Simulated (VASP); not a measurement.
Runs of VASP 6.6.1 on Hf. The structure is that of space group P6_3/mmc (No. 194), or close to it. The cells are those of the table. 

| task | cell | k mesh for the DOS | occupations for the DOS | gap on the mesh (eV) | pressure (GPa) |
| --- | --- | --- | --- | --- | --- |
| electric field gradients | a = 3.207, b = 3.207, c = 5.075 Å, angles 90.0, 90.0, 120.0°, 2 atoms | - | - | none | -5.1 |
| electric field gradients | a = 3.218, b = 3.218, c = 5.091 Å, angles 90.0, 90.0, 120.0°, 2 atoms | - | - | none | -6.0 |
| electric field gradients | a = 3.175, b = 3.175, c = 5.024 Å, angles 90.0, 90.0, 120.0°, 2 atoms | - | - | none | -2.0 |
| single point | a = 3.207, b = 3.207, c = 5.075 Å, angles 90.0, 90.0, 120.0°, 2 atoms | - | - | none | -5.1 |
| electric field gradients | a = 3.239, b = 3.239, c = 5.124 Å, angles 90.0, 90.0, 120.0°, 2 atoms | - | - | none | -7.8 |
| electric field gradients | a = 3.197, b = 3.197, c = 5.058 Å, angles 90.0, 90.0, 120.0°, 2 atoms | - | - | none | -4.1 |
| electric field gradients | a = 3.131, b = 3.131, c = 4.955 Å, angles 90.0, 90.0, 120.0°, 2 atoms | - | - | none | 2.9 |
| single point | a = 3.175, b = 3.175, c = 5.024 Å, angles 90.0, 90.0, 120.0°, 2 atoms | - | - | none | -2.0 |
| electric field gradients | a = 3.153, b = 3.153, c = 4.989 Å, angles 90.0, 90.0, 120.0°, 2 atoms | - | - | none | (a) |
| single point | a = 3.239, b = 3.239, c = 5.124 Å, angles 90.0, 90.0, 120.0°, 2 atoms | - | - | none | -7.8 |

Alike in all rows: level PBEsol; potentials or basis VASP PAW PBE potentials, release 64 (Hf_pv); no spin polarisation; k mesh 13 × 13 × 7; cutoff (eV) 520; smearing fermi-dirac 0.05 eV.

Estimate the missing entries.

(a) 0.3.

Caveats: the PAW data sets were made with another functional, which shifts forces and pressure a little; spin-orbit coupling is left out, which moves the levels of the heavy elements.

A k mesh can miss the band edges, and the runs leave out spin-orbit coupling on Hf.

A gap of «none» marks levels without a gap at the run's occupations.
